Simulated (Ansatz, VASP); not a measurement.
One calculation of RbBr, two programs

Contents of INCAR:

```
SYSTEM = RbBr
  PREC = Accurate
  ENCUT = 520
  EDIFF = 1E-6
  ISMEAR = 0
  SIGMA = 0.1
  LREAL = .FALSE.
  LASPH = .TRUE.
  NELM = 100
  ALGO = Normal
  ISIF = 2
  LWAVE = .FALSE.
  LCHARG = .FALSE.
  GGA = PE
  NBANDS = 33
```

KPOINTS

```
regular mesh
0
G
  3 3 4
  0 0 0
```

File POSCAR:

```
RbBr
1.0
    7.0244621846      0.0000000000      0.0000000000
   -3.5122310923      6.0833626998      0.0000000000
    0.0000000000      0.0000000000      5.6674638080
Rb Br
3 3
Direct
    0.5000000000      0.0000000000      0.0000000000
    0.5000000000      0.5000000000      0.0000000000
    0.0000000000      0.5000000000      0.0000000000
    0.0000000000      0.0000000000      0.0000000000
    0.3333333333      0.6666666667      0.5000000000
    0.6666666667      0.3333333333      0.5000000000
```

Input for Ansatz:

```yaml
crystal:
  lattice:
    - [7.0244621846, 0.0, 0.0]
    - [-3.5122310923, 6.0833626998, 0.0]
    - [0.0, 0.0, 5.667463808]
  atoms:
    - { symbol: Rb, position: [0.5, 0.0, 0.0] }
    - { symbol: Rb, position: [0.5, 0.5, 0.0] }
    - { symbol: Rb, position: [0.0, 0.5, 0.0] }
    - { symbol: Br, position: [0.0, 0.0, 0.0] }
    - { symbol: Br, position: [0.3333333333, 0.6666666667, 0.5] }
    - { symbol: Br, position: [0.6666666667, 0.3333333333, 0.5] }
basis:
  ecutwfc: 420
kpoints:
  mp_grid: { grid: [3, 3, 4] }
hamiltonian:
  xc: pbe
scf:
  occupations: { method: gaussian, width: 0.1 }
  lower_state_search: "off"
output:
  forces: true
  stress: true
  eigenvalues: true
```

Alike in both runs: task single point; functional PBE; k mesh 3 × 3 × 4; occupations gaussian, width 0.1 eV; no spin polarisation.

```csv
,VASP,Ansatz
version,VASP 6.6.1,Ansatz 0.2.0
potentials or method,"VASP PAW PBE potentials, release 64 (Rb_sv, Br), cutoff 520 eV","scalar-relativistic, plane waves, PAW"
valence electrons in the cell,48,48
```

|  | VASP | Ansatz | Ansatz less VASP |
| --- | --- | --- | --- |
| gap on the k mesh at the Fermi level (eV) | 3.07 | 3.07 | +0.004 |
| least direct gap on the mesh (eV) | 3.19 | 3.20 | +0.005 |
| pressure (GPa) | 0.9 | 0.9 | -0.04 |
| traceless stress, the component that is largest in VASP (GPa) | -4.06 | -4.05 | +0.006 |

The functional is the same, so the differences come from potentials, cutoffs and numerics.
